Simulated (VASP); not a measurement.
Here is a VASP 6.6.1 calculation.

Contents of INCAR:

```
ALGO = Normal
EDIFF = 1E-7
EDIFFG = -0.005
ENCUT = 600
GGA = PE
IBRION = 2
ISIF = 3
ISMEAR = -1
LASPH = T
LCHARG = F
LREAL = F
LWAVE = F
NELM = 80
NSW = 32
PREC = Accurate
PSTRESS = 4300.0
SIGMA = 0.05
```

The input KPOINTS:

```
k-points
0
Gamma
  20 20 20
```

POSCAR

```
W
1.0
    0.0000000000      1.6856236245      1.6856236245
    1.6856236245      0.0000000000      1.6856236245
    1.6856236245      1.6856236245      0.0000000000
W
1
Direct
    0.0000000000      0.0000000000      0.0000000000
```

Potentials or basis: VASP PAW PBE potentials, release 64 (W_sv).

Run with:

```sh
$ cat potpaw_PBE.64/W_sv/POTCAR > POTCAR
$ mpirun -np 1 vasp_std > vasp.out
```

(1) What does it give for the relaxed volume?

(2) Estimate the space group after relaxing (to 0.05 Å).

(3) What does it give for the relaxed cell?

## Answers

(1) 9.68 Å³/atom.

(2) Fm-3m (No. 225).

(3) a = 2.392 Å, b = 2.392 Å, c = 2.392 Å, α = 60.00°, β = 60.00°, γ = 60.00°.

Caveat: the cell is relaxed towards a set pressure, so the enthalpy falls and the energy may rise.
